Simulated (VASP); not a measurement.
# C in VASP: a series of runs, part 2 of 2

VASP 6.6.1.

### Step 3. Single point, PBEsol

The input, INCAR:

```
SYSTEM = C
ALGO = Normal
DIPOL = 0.5 0.5 0.500
EDIFF = 1E-6
ENCUT = 520
GGA = PS
GGA_COMPAT = .FALSE.
IDIPOL = 3
ISIF = 2
ISMEAR = 0
LASPH = .TRUE.
LCHARG = .FALSE.
LDIPOL = .TRUE.
LREAL = .FALSE.
LWAVE = .FALSE.
NBANDS = 41
NELM = 120
NELMDL = -8
PREC = Accurate
SIGMA = 0.05
```

The input, KPOINTS:

```
k-points
0
G
  11 6 1
  0 0 0
```

The input, POSCAR:

```
C
1.0
    2.4588524064      0.0000000000      0.0000000000
    0.0000000000      4.2614788157      0.0000000000
    0.0000000000      0.0000000000     26.6816211282
C
14
Direct
    0.5000000000      0.1805626667      0.2993817652
    0.0000000000      0.2731719914      0.3172091800
    0.0000000000      0.4853178407      0.3605205743
    0.5000000000      0.5844005945      0.3812497590
    0.5000000000      0.7837609543      0.4243374825
    0.0000000000      0.8810892185      0.4457488926
    0.0000000000      0.0753580090      0.4892123159
    0.5000000000      0.1717701724      0.5107929097
    0.5000000000      0.3660455424      0.5542554507
    0.0000000000      0.4633799834      0.5756662452
    0.0000000000      0.6627651134      0.6187512210
    0.5000000000      0.7618619059      0.6394788990
    0.5000000000      0.9740492703      0.6827849967
    0.0000000000      1.0666772096      0.7006103082
```

Potentials or basis: VASP PAW PBE potentials, release 64 (C).

The run is started by

```
> cat potpaw_PBE.64/C/POTCAR > POTCAR
> mpirun -np 1 vasp_std > vasp.out
```

OUTCAR:

```text
SYSTEM = C
   EDIFF = 1E-6
   ENCUT = 520
   GGA = PS
   ISIF = 2
   ISMEAR = 0
   LASPH = .TRUE.
   LREAL = .FALSE.
   NELM = 120
   NELMDL = -8
   PREC = Accurate

 ion  position               nearest neighbor table
   1  0.500  0.181  0.299-   2 1.38   2 1.38
   2  0.000  0.273  0.317-   1 1.38   1 1.38   3 1.47
   3  0.000  0.485  0.361-   4 1.41   4 1.41   2 1.47
   4  0.500  0.584  0.381-   3 1.41   3 1.41   5 1.43
   5  0.500  0.784  0.424-   6 1.42   6 1.42   4 1.43
   6  0.000  0.881  0.446-   5 1.42   5 1.42   7 1.42
   7  0.000  0.075  0.489-   8 1.42   8 1.42   6 1.42
   8  0.500  0.172  0.511-   7 1.42   7 1.42   9 1.42
   9  0.500  0.366  0.554-  10 1.42  10 1.42   8 1.42
  10  0.000  0.463  0.576-   9 1.42   9 1.42  11 1.43
  11  0.000  0.663  0.619-  12 1.41  12 1.41  10 1.43
  12  0.500  0.762  0.639-  11 1.41  11 1.41  13 1.47
  13  0.500  0.974  0.683-  14 1.38  14 1.38  12 1.47
  14  0.000  0.067  0.701-  13 1.38  13 1.38

  LATTYP: Found a simple orthorhombic cell.
 ALAT       =     2.4588524064
 B/A-ratio  =     1.7331169633
[... 1252 lines left out ...]

  FORCE on cell =-STRESS in cart. coord.  units (eV):
  Direction    XX          YY          ZZ          XY          YZ          ZX
  --------------------------------------------------------------------------------------
  -------------------------------------------------------------------------------------
  Total        4.7936268      0.6422651      0.3994111      0.0000000      0.3513830      0.0000000
  in kB       27.4707040      3.6806109      2.2888940      0.0000000      2.0136607      0.0000000
  external PRESSURE =      11.1467363 kB  Pullay stress =       0.0000000 kB

 VOLUME and BASIS-vectors are now :
 -----------------------------------------------------------------------------
  energy-cutoff  :      520.00
  volume of cell :      279.58
      direct lattice vectors                 reciprocal lattice vectors
     2.458852406  0.000000000  0.000000000     0.406693788  0.000000000  0.000000000
     0.000000000  4.261478816  0.000000000     0.000000000  0.234660324  0.000000000
     0.000000000  0.000000000 26.681621128     0.000000000  0.000000000  0.037478982

 POSITION                                       TOTAL-FORCE (eV/Angst)
 -----------------------------------------------------------------------------------
      1.22943      0.76946      7.98799         0.000000     -0.030579     -0.036723
      0.00000      1.16412      8.46366         0.000000     -0.002216     -0.006620
      0.00000      2.06817      9.61927         0.000000     -0.002948     -0.002306
      1.22943      2.49041     10.17236         0.000000      0.001133     -0.002350
      1.22943      3.33998     11.32201         0.000000      0.000938      0.002121
      0.00000      3.75474     11.89330         0.000000     -0.000604     -0.000099
      0.00000      0.32114     13.05298         0.000000      0.002297      0.001494
      1.22943      0.73199     13.62878         0.000000     -0.002350     -0.001552
      1.22943      1.55990     14.78843         0.000000      0.000670      0.000284
      0.00000      1.97468     15.35971         0.000000     -0.000815     -0.002153
      0.00000      2.82436     16.50929         0.000000     -0.001298      0.002410
      1.22943      3.24666     17.06233         0.000000      0.003028      0.002110
      1.22943      4.15089     18.21781         0.000000      0.002103      0.006644
      0.00000      0.28414     18.69342         0.000000      0.030641      0.036739
 -----------------------------------------------------------------------------------
    total drift:                                0.000000      0.000134      0.000002

  FREE ENERGIE OF THE ION-ELECTRON SYSTEM (eV)
  ---------------------------------------------------
  free  energy   TOTEN  =      -128.2326572504 eV

  energy  without entropy=     -128.2238884478  energy(sigma->0) =     -128.22827285

 vacuum level on the upper side and lower side of the slab         4.463         4.462
```

OSZICAR:

```text
N       E                     dE             d eps       ncg     rms          rms(c)
DAV:   1     0.377496106231E+03    0.37750E+03   -0.24830E+04  1976   0.114E+03
DAV:   2    -0.901954561427E+02   -0.46769E+03   -0.45050E+03  2690   0.273E+02
DAV:   3    -0.135173569429E+03   -0.44978E+02   -0.44470E+02  2446   0.875E+01
[... 23 lines left out ...]
DAV:  27    -0.128232641846E+03   -0.11570E-04   -0.34520E-06  1741   0.332E-03    0.336E-03
DAV:  28    -0.128232651043E+03   -0.91969E-05   -0.86841E-07  1749   0.229E-03    0.102E-03
DAV:  29    -0.128232654908E+03   -0.38647E-05   -0.20133E-07  1712   0.114E-03    0.293E-04
DAV:  30    -0.128232656307E+03   -0.13989E-05   -0.59722E-08  1648   0.634E-04    0.773E-04
DAV:  31    -0.128232657250E+03   -0.94364E-06   -0.91936E-08  1684   0.522E-04
   1 F= -.12823266E+03 E0= -.12822827E+03  d E =-.876880E-02
```

Wall time 5.4 min (1 thread of Intel Xeon 6975P-C (Granite Rapids), shared host); peak memory 0.4 GiB.

What came out:

| Property | Result |
| --- | --- |
| Free energy | -128.2327 eV |
| Largest force | 0.048 eV/Å |
| Band gap on the k mesh | zero (bands 28 and 29 overlap by 0.56 eV) |

Forces on the atoms (eV/Å):
```
C    0.000 -0.031 -0.037
C    0.000 -0.002 -0.007
C    0.000 -0.003 -0.002
C    0.000  0.001 -0.002
C    0.000  0.001  0.002
C    0.000 -0.001  0.000
C    0.000  0.002  0.001
C    0.000 -0.002 -0.002
C    0.000  0.001  0.000
C    0.000 -0.001 -0.002
C    0.000 -0.001  0.002
C    0.000  0.003  0.002
C    0.000  0.002  0.007
C    0.000  0.031  0.037
```

Caveat: the PAW data sets were made with another functional, which shifts forces and pressure a little.
